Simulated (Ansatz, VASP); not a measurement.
**CdS in VASP and in Ansatz**

```xyz
4
Lattice="4.1775 0.0000 0.0000 -2.0887 3.6178 0.0000 0.0000 0.0000 6.7816" Properties=species:S:1:pos:R:3 pbc="T T T"
Cd    2.0887    1.2059    3.3908
Cd    0.0000    2.4119    0.0000
S     2.0887    1.2059    5.9339
S     0.0000    2.4119    2.5431
```

Alike in both runs: task single point; functional r2SCAN; k mesh 7 × 7 × 4; occupations fermi-dirac, width 0.05 eV; non-collinear spin, spin-orbit coupling.

|  | VASP | Ansatz |
| --- | --- | --- |
| version | VASP 6.6.1 | Ansatz 0.2.0 |
| potentials or method | VASP PAW PBE potentials, release 64 (Cd, S) | Ansatz PAW |
| plane-wave cutoff (eV) | 550 | 500 |
| valence electrons in the cell | 36 | 52 |

Ansatz gave:

```
pressure (GPa)                                                : -0.6
traceless stress, the component that is largest in VASP (GPa) : 0.35
rms of the force components (eV/Å)                            : 0.039
net moment per atom (μB)                                      : 0.00
```

Problem. Estimate VASP's values.

Solution. Pressure (GPa): -0.3; traceless stress, the component that is largest in VASP (GPa): 0.36; rms of the force components (eV/Å): 0.039; net moment per atom (μB): 0.00.

VASP's potentials were made for PBE, not for r2SCAN. Atom by atom the forces differ by 0.000 eV/Å (rms over components). With one functional, cell and mesh, what is left measures potentials, basis and numerics. VASP's potentials hold 36 valence electrons a cell and Ansatz's 52, so a difference there can come from the potentials and not from the codes.

Noted on Ansatz's run: odd divisions of the mesh miss points on the zone boundary, where band edges often lie, so the gap on the mesh can be too wide.
